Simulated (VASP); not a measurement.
# MgO in VASP: a series of runs

Runs on MgO. Level: PBEsol. Tasks: single point, relaxation of cell and atoms.

Program: VASP 6.6.1. These are calculated values, not measurements. Logs are shortened: lines on timing, memory, paths and dates and some standing lists are left out, and cuts for length are marked.

## (1) The cell of the first run

Symmetry: I4/mmm, No. 139, tetragonal system. Conventional cell: a = 3.040 Å, b = 3.040 Å, c = 4.164 Å, α = 90.00°, β = 90.00°, γ = 90.00°. Mg (site symmetry 4/mmm) has 6 O at 2.08 to 2.15 Å within 2.8 Å. O (site symmetry 4/mmm) has 6 Mg at 2.08 to 2.15 Å within 2.8 Å.

## (2) Single point, PBEsol (in-plane strain +0.02)

INCAR reads:

```
PREC     = Accurate       # precision mode
ENCUT    = 520            # plane-wave cutoff, eV
EDIFF    = 1E-7           # SCF threshold, eV
ISMEAR   = 0              # smearing method
SIGMA    = 0.01           # smearing width, eV
LREAL    = False          # projectors in reciprocal space
LASPH    = True           # aspherical terms in the spheres
NELM     = 60             # most SCF steps
ALGO     = Normal         # electronic algorithm
ISIF     = 2              # what is computed and relaxed
LWAVE    = False          # write WAVECAR
LCHARG   = False          # write CHGCAR
GGA      = PS             # functional
NBANDS   = 11             # bands
```

KPOINTS reads:

```
regular mesh
0
Gamma
  10 10 10
```

POSCAR reads:

```
MgO
1.0
    2.1492825514      2.1492825514      0.0000000000
   -2.1492825514      2.1492825514      0.0000000000
    0.0000000000      2.1492825514      2.0818540793
Mg O
1 1
Direct
    0.0000000000      0.0000000000      0.0000000000
    0.5000000000      0.5000000000      0.0000000000
```

Potentials or basis: VASP PAW PBE potentials, release 64 (Mg, O).

Command:

```sh
$ cat potpaw_PBE.64/Mg/POTCAR potpaw_PBE.64/O/POTCAR > POTCAR
$ mpirun -np 1 vasp_std > vasp.out
```

OUTCAR:

```text
PREC = Accurate
   ENCUT = 520
   EDIFF = 1E-7
   ISMEAR = 0
   LREAL = False
   LASPH = True
   NELM = 60
   ISIF = 2
   GGA = PS

 ion  position               nearest neighbor table
   1  0.000  0.000  0.000-   2 2.08   2 2.08   2 2.15   2 2.15   2 2.15   2 2.15
   2  0.500  0.500  0.000-   1 2.08   1 2.08   1 2.15   1 2.15   1 2.15   1 2.15

  LATTYP: Found a body centered tetragonal cell.
 ALAT       =     3.0395445336
 C/A-ratio  =     1.3698460781

  Lattice vectors:

 A1 = (   2.1492825514,   0.0000000000,  -2.0818540793)
 A2 = (  -2.1492825514,   0.0000000000,  -2.0818540793)
 A3 = (   0.0000000000,   2.1492825514,   2.0818540793)

Analysis of symmetry for initial positions (statically):
=====================================================================
 Subroutine PRICEL returns:
 Original cell was already a primitive cell.

 Routine SETGRP: Setting up the symmetry group for a
 body centered tetragonal supercell.

 Subroutine GETGRP returns: Found 16 space group operations
 (whereof 16 operations were pure point group operations)
 out of a pool of 16 trial point group operations.

The static configuration has the point symmetry D_4h.

Analysis of symmetry for dynamics (positions and initial velocities):
=====================================================================
 Subroutine PRICEL returns:
 Original cell was already a primitive cell.

 Routine SETGRP: Setting up the symmetry group for a
 body centered tetragonal supercell.

 Subroutine GETGRP returns: Found 16 space group operations
 (whereof 16 operations were pure point group operations)
 out of a pool of 16 trial point group operations.

The dynamic configuration has the point symmetry D_4h.

 Subroutine INISYM returns: Found 16 space group operations
 (whereof 16 operations are pure point group operations),
 and found     1 'primitive' translations

----------------------------------------------------------------------------------------

                                     Primitive cell

  volume of cell :      19.2339

  direct lattice vectors                    reciprocal lattice vectors
     2.149282551  2.149282551  0.000000000     0.232635769  0.232635769 -0.240170531
    -2.149282551  2.149282551  0.000000000    -0.232635769  0.232635769 -0.240170531
     0.000000000  2.149282551  2.081854079     0.000000000  0.000000000  0.480341062

  length of vectors
     3.039544534  3.039544534  2.992245293     0.407333630  0.407333630  0.480341062

[... 83 lines left out ...]
   NSW    =      0    number of steps for IOM
   IBRION =     -1    ionic relax: 0-MD 1-quasi-New 2-CG
   NFREE  =      0    steps in history (QN), initial steepest desc. (CG)
   ISIF   =      2    stress and relaxation
   ISYM   =      2    0-nonsym 1-usesym 2-fastsym
   POTIM  = 0.5000    time-step for ionic-motion
   TEBEG  =    0.0;   TEEND  =   0.0 temperature during run
   PSTRESS=    0.0 pullay stress
   NELECT =       8.0000    total number of electrons
   NUPDOWN=      -1.0000    fix difference up-down
   EMIN   =  10.00;   EMAX   =-10.00  energy-range for DOS
   EFERMI =   0.00;   METHOD = LEGACY
   ISMEAR =     0;   SIGMA  =   0.01  broadening in eV -4-tet -1-fermi 0-gaus
   EFERMI_NEDOS =   21; number of points for ismear=-14 and -15
   IALGO  =     38    algorithm
   IMIX   =      4    mixing-type and parameters
     AMIX     =   0.40;   BMIX     =  1.00
     AMIX_MAG =   1.60;   BMIX_MAG =  1.00
  volume/ion in A,a.u.               =       9.62        64.90
  Fermi-wavevector in a.u.,A,eV,Ry     =   1.222031  2.309305 20.318409  1.493361
  Thomas-Fermi vector in A             =   2.357193
   LORBIT       =      0    0 simple, 1 ext, 2 COOP (PROOUT), +10 PAW based schemes
   GGA     = PS    functional components
   LHFCALC =     F    Hartree Fock is set to
   AEXX    =    0.0000 exact exchange contribution
   IVDW    =     0    specifies the selected vdW correction
   LEPSILON=     F    determine dielectric tensor
   LRPA    =     F    only Hartree local field effects (RPA)
 non-spin polarized calculation
 Gauss-broadening in eV      SIGMA  =   0.01
  energy-cutoff  :      520.00
  volume of cell :       19.23
 maximum number of plane-waves:       532
   NGX = 11   NGY = 11   NGZ = 11

 number of electron       8.0000003 magnetization

 Free energy of the ion-electron system (eV)
  ---------------------------------------------------
  ext. energy  EPLUGINS =         0.00000000
  ---------------------------------------------------
  free energy    TOTEN  =       -12.49722036 eV

  energy without entropy =      -12.49722036  energy(sigma->0) =      -12.49722036

 E-fermi :   2.9674     XC(G=0): -11.1688

 val. band max:        2.8751450861   @ k =   0.0000   0.0000   0.0000
 cond. band min:       7.2034224108   @ k =   0.0000   0.0000   0.0000
 fundamental gap:      4.3282773246
 Fermi energy:         2.9674115756

 k-point     1 :       0.0000    0.0000    0.0000
  band No.  band energies     occupation
      1     -14.2083      2.00000
      2       2.7982      2.00000
      3       2.8751      2.00000
      4       2.8751      2.00000
      5       7.2034      0.00000
      6      18.2239      0.00000
      7      18.2239      0.00000
      8      18.5529      0.00000
      9      22.1027      0.00000
     10      23.4293      0.00000
     11      24.4718      0.00000
[... 309 lines left out ...]
 k-point    24 :       0.4000    0.3000   -0.0000
  band No.  band energies     occupation
      1     -12.7469      2.00000
      2      -0.6630      2.00000
      3       0.2070      2.00000
      4       1.8636      2.00000
      5      12.7280      0.00000
      6      14.5096      0.00000
      7      15.0003      0.00000
      8      20.2813      0.00000
      9      21.0863      0.00000
     10      26.4117      0.00000
     11      29.4998      0.00000

 [... further k-points ...]
[... 5 lines left out ...]
  --------------------------------------------------------------------------------------
  -------------------------------------------------------------------------------------
  Total       -0.7548021     -0.7548021     -0.0497850      0.0000000      0.0000000      0.0000000
  in kB      -62.8747661    -62.8747661     -4.1470763      0.0000000      0.0000000      0.0000000
  external PRESSURE =     -43.2988695 kB  Pullay stress =       0.0000000 kB

 VOLUME and BASIS-vectors are now :
 -----------------------------------------------------------------------------
  energy-cutoff  :      520.00
  volume of cell :       19.23
      direct lattice vectors                 reciprocal lattice vectors
     2.149282551  2.149282551  0.000000000     0.232635769  0.232635769 -0.240170531
    -2.149282551  2.149282551  0.000000000    -0.232635769  0.232635769 -0.240170531
     0.000000000  2.149282551  2.081854079     0.000000000  0.000000000  0.480341062

 POSITION                                       TOTAL-FORCE (eV/Angst)
 -----------------------------------------------------------------------------------
      0.00000      0.00000      0.00000         0.000000      0.000000      0.000000
      0.00000      2.14928      0.00000        -0.000000     -0.000000      0.000000
 -----------------------------------------------------------------------------------
    total drift:                                0.000000     -0.000000     -0.000000

  FREE ENERGIE OF THE ION-ELECTRON SYSTEM (eV)
  ---------------------------------------------------
  free  energy   TOTEN  =       -12.4972203602 eV

  energy  without entropy=      -12.4972203602  energy(sigma->0) =      -12.49722036
```

stdout:

```text
POSCAR found type information on POSCAR MgO
 POSCAR found :  2 types and       2 ions
 scaLAPACK will be used
 -----------------------------------------------------------------------------
|                                                                             |
|                                                                             |
|     You enforced a specific xc type in the INCAR file but a different       |
|     I HOPE YOU KNOW WHAT YOU ARE DOING!                                     |
|                                                                             |
 -----------------------------------------------------------------------------

 LDA part: xc-table for (Slater+PW92), standard interpolation
 POSCAR, INCAR and KPOINTS ok, starting setup
 FFT: planning ... GRIDC
 FFT: planning ... GRID_SOFT
 FFT: planning ... GRID
 WAVECAR not read
 entering main loop
```

Run time: 26 s. Hardware: 1 thread of Intel Xeon 8259CL, shared host; peak memory 0.15 GiB.

Results:

```
Free energy            : -12.4972 eV
Pressure               : -4.3 GPa
Band gap on the k mesh : 4.33 eV
```

Stress tensor (GPa, compression positive):
```
-6.29  0.00  0.00
 0.00 -6.29  0.00
 0.00  0.00 -0.41
```

Levels at points of the mesh, in eV from the valence-band top:
```tsv
k point	band 2	band 3	band 4	band 5	band 6	band 7
(0.00, 0.00, 0.00)	-0.08	0.00	0.00	4.33	15.35	15.35
(0.50, 0.00, 0.00)	-4.58	-0.69	-0.63	7.53	12.15	15.52
(0.50, 0.50, 0.00)	-4.09	-1.40	-1.21	8.98	9.56	12.51
(0.00, 0.00, 0.50)	-3.97	-1.44	-1.44	8.65	9.54	12.92
```

Caveat: the cell differs from its parent crystal (in-plane strain +0.02); the cell stands under tension; the PAW data sets were made with another functional, which shifts forces and pressure a little.

## (3) Single point, PBEsol (film at in-plane strain +0.02)

INCAR reads:

```
PREC = Accurate ; ENCUT = 520
EDIFF = 1E-6 ; ISMEAR = 0
SIGMA = 0.01 ; LREAL = False
LASPH = True ; NELM = 80
ALGO = Normal ; ISIF = 2
LWAVE = False ; LCHARG = True
GGA = PS ; LELF = True
LVHAR = True ; NBANDS = 11
```

KPOINTS is that of step 2.

POSCAR, as its differences from that of step 2:

```diff
@@ -4,3 +4,3 @@
    -2.1492825514      2.1492825514      0.0000000000
-    0.0000000000      2.1492825514      2.0818540793
+    0.0000000000      2.1492825514      2.0824739174
 Mg O
```

Potentials or basis: VASP PAW PBE potentials, release 64 (Mg, O).

Command:

```sh
$ cat potpaw_PBE.64/Mg/POTCAR potpaw_PBE.64/O/POTCAR > POTCAR
$ mpirun -np 1 vasp_std > vasp.out
```

OUTCAR:

```text
PREC = Accurate
   ENCUT = 520
   EDIFF = 1E-6
   ISMEAR = 0
   LREAL = False
   LASPH = True
   NELM = 80
   ISIF = 2
   GGA = PS

 ion  position               nearest neighbor table
   1  0.000  0.000  0.000-   2 2.08   2 2.08   2 2.15   2 2.15   2 2.15   2 2.15
   2  0.500  0.500  0.000-   1 2.08   1 2.08   1 2.15   1 2.15   1 2.15   1 2.15

  LATTYP: Found a body centered tetragonal cell.
 ALAT       =     3.0395445336
 C/A-ratio  =     1.3702539275

  Lattice vectors:

 A1 = (   2.1492825514,   0.0000000000,  -2.0824739174)
[... 514 lines left out ...]
      7      14.9957      0.00000
      8      20.2741      0.00000
      9      21.0793      0.00000
     10      26.4061      0.00000
     11      29.4929      0.00000

 [... further k-points ...]
[... 5 lines left out ...]
  --------------------------------------------------------------------------------------
  -------------------------------------------------------------------------------------
  Total       -0.7580136     -0.7580136     -0.0611272      0.0000000      0.0000000      0.0000000
  in kB      -63.1234864    -63.1234864     -5.0903610      0.0000000      0.0000000      0.0000000
  external PRESSURE =     -43.7791112 kB  Pullay stress =       0.0000000 kB

 VOLUME and BASIS-vectors are now :
 -----------------------------------------------------------------------------
  energy-cutoff  :      520.00
  volume of cell :       19.24
      direct lattice vectors                 reciprocal lattice vectors
     2.149282551  2.149282551  0.000000000     0.232635769  0.232635769 -0.240099046
    -2.149282551  2.149282551  0.000000000    -0.232635769  0.232635769 -0.240099046
     0.000000000  2.149282551  2.082473917     0.000000000  0.000000000  0.480198091

 POSITION                                       TOTAL-FORCE (eV/Angst)
 -----------------------------------------------------------------------------------
      0.00000      0.00000      0.00000         0.000000     -0.000000      0.000000
      0.00000      2.14928      0.00000        -0.000000      0.000000      0.000000
 -----------------------------------------------------------------------------------
    total drift:                                0.000000     -0.000000     -0.000000

  FREE ENERGIE OF THE ION-ELECTRON SYSTEM (eV)
  ---------------------------------------------------
  free  energy   TOTEN  =       -12.4972124731 eV

  energy  without entropy=      -12.4972124731  energy(sigma->0) =      -12.49721247
```

stdout:

```text
POSCAR found type information on POSCAR MgO
 POSCAR found :  2 types and       2 ions
 scaLAPACK will be used
 -----------------------------------------------------------------------------
|                                                                             |
|                                                                             |
|     You enforced a specific xc type in the INCAR file but a different       |
|     I HOPE YOU KNOW WHAT YOU ARE DOING!                                     |
|                                                                             |
 -----------------------------------------------------------------------------

 LDA part: xc-table for (Slater+PW92), standard interpolation
 POSCAR, INCAR and KPOINTS ok, starting setup
 FFT: planning ... GRIDC
 FFT: planning ... GRID_SOFT
 FFT: planning ... GRID
 WAVECAR not read
 entering main loop
```

Run time: 25 s. Hardware: 1 thread of Intel Xeon 8259CL, shared host; peak memory 0.15 GiB.

What came out:

| Quantity | Value |
| --- | --- |
| Free energy | -12.4972 eV |
| Pressure | -4.4 GPa |
| Band gap on the k mesh | 4.33 eV |

Stress tensor (GPa, compression positive):
```
-6.31  0.00  0.00
 0.00 -6.31  0.00
 0.00  0.00 -0.51
```

Levels at points of the mesh, in eV from the valence-band top:
| k point | band 2 | band 3 | band 4 | band 5 | band 6 | band 7 |
| --- | --- | --- | --- | --- | --- | --- |
| (0.00, 0.00, 0.00) | -0.08 | 0.00 | 0.00 | 4.33 | 15.35 | 15.35 |
| (0.50, 0.00, 0.00) | -4.57 | -0.69 | -0.63 | 7.53 | 12.14 | 15.52 |
| (0.50, 0.50, 0.00) | -4.09 | -1.40 | -1.21 | 8.98 | 9.56 | 12.50 |
| (0.00, 0.00, 0.50) | -3.97 | -1.44 | -1.44 | 8.65 | 9.53 | 12.92 |

Caveat: the cell differs from its parent crystal (film at in-plane strain +0.02); the cell stands under tension; the PAW data sets were made with another functional, which shifts forces and pressure a little.

## (4) Relaxation of cell and atoms, PBEsol

This run uses another cell than the first one, of 9.37 Å³/atom.

INCAR reads:

```
ALGO = Normal ; EDIFF = 1E-7
EDIFFG = -0.002 ; ENCUT = 600
GGA = PS ; IBRION = 2
ISIF = 3 ; ISMEAR = -1
LASPH = True ; LCHARG = False
LREAL = False ; LWAVE = False
NELM = 80 ; NSW = 100
PREC = Accurate ; SIGMA = 0.08
```

KPOINTS reads:

```
k-points
0
Gamma
  14 14 14
```

POSCAR reads:

```
MgO
1.0
    2.1085000000      2.1085000000      0.0000000000
   -2.1085000000      2.1085000000      0.0000000000
    0.0000000000      2.1085000000      2.1085000000
Mg O
1 1
Direct
    0.0000000000      0.0000000000      0.0000000000
    0.5000000000      0.5000000000      0.0000000000
```

Command:

```sh
$ cat potpaw_PBE.64/Mg/POTCAR potpaw_PBE.64/O/POTCAR > POTCAR
$ mpirun -np 1 vasp_std > vasp.out
```

It took 43 s on 1 thread of Intel Xeon 8259CL, shared host; peak memory 0.16 GiB.

The run converged. Its results:

```
Free energy                           : -12.5157 eV
Relaxed volume                        : 9.31 Å³/atom
Relaxed cell                          : a = 2.975 Å, b = 2.975 Å, c = 2.975 Å, α = 60.00°, β = 60.00°, γ = 90.00°
Space group after relaxing (to 0.1 Å) : Fm-3m (No. 225)
Energy gained by relaxing             : 0.2 meV/atom
Ionic steps                           : 3
Pressure after relaxing               : 0.0 GPa
Band gap on the k mesh                : 4.67 eV
```

Step by step:
| step | energy change (eV) | largest force (eV/Å) | pressure (GPa) | volume (Å³) |
| --- | --- | --- | --- | --- |
| 1 | 0.0000 | 0.0000 | -1.03 | 18.75 |
| 2 | -0.0004 | 0.0000 | 0.36 | 18.58 |
| 3 | -0.0004 | 0.0000 | 0.00 | 18.63 |

Final structure:
```
Mg O
1.0
     2.10391    2.10391    0.00000
    -2.10391    2.10391    0.00000
     0.00000    2.10391    2.10391
Mg O
1 1
Direct
  0.00000 0.00000 0.00000
  0.50000 0.50000 0.00000
```

Levels at points of the mesh, in eV from the valence-band top:
| k point | band 1 | band 2 | band 3 | band 4 | band 5 | band 6 | band 7 | band 8 |
| --- | --- | --- | --- | --- | --- | --- | --- | --- |
| (0.00, 0.00, 0.00) | -17.22 | 0.00 | 0.00 | 0.00 | 4.67 | 15.65 | 15.65 | 15.65 |
| (0.50, 0.00, 0.00) | -15.90 | -4.69 | -0.67 | -0.67 | 7.77 | 12.54 | 16.21 | 16.21 |
| (0.50, 0.50, 0.00) | -15.63 | -4.16 | -1.37 | -1.37 | 8.93 | 9.91 | 13.00 | 18.89 |

Caveat: the PAW data sets were made with another functional, which shifts forces and pressure a little. A k mesh can miss the band edges.

## (5) Overview

| task | cell | k mesh | cutoff (eV) | smearing | gap on the mesh (eV) | pressure (GPa) |
| --- | --- | --- | --- | --- | --- | --- |
| single point | a = 3.040, b = 3.040, c = 2.992 Å, angles 59.5, 59.5, 90.0°, 2 atoms | 10 × 10 × 10 | 520 | gaussian 0.01 eV | 4.33 | -4.3 |
| single point | a = 3.040, b = 3.040, c = 2.993 Å, angles 59.5, 59.5, 90.0°, 2 atoms | 10 × 10 × 10 | 520 | gaussian 0.01 eV | 4.33 | -4.4 |
| relaxation of cell and atoms | relaxed from a = 2.982 Å, angles 60.0, 60.0, 90.0°, 2 atoms | 14 × 14 × 14 | 600 | fermi-dirac 0.08 eV | 4.67 | 0.0 |

Alike in all rows: level PBEsol; potentials or basis VASP PAW PBE potentials, release 64 (Mg, O); no spin polarisation.

Caveats: the PAW data sets were made with another functional, which shifts forces and pressure a little; the cell stands under tension (at least some runs).

Total energies depend on the potentials used, so only differences within one code and one set of settings carry meaning.
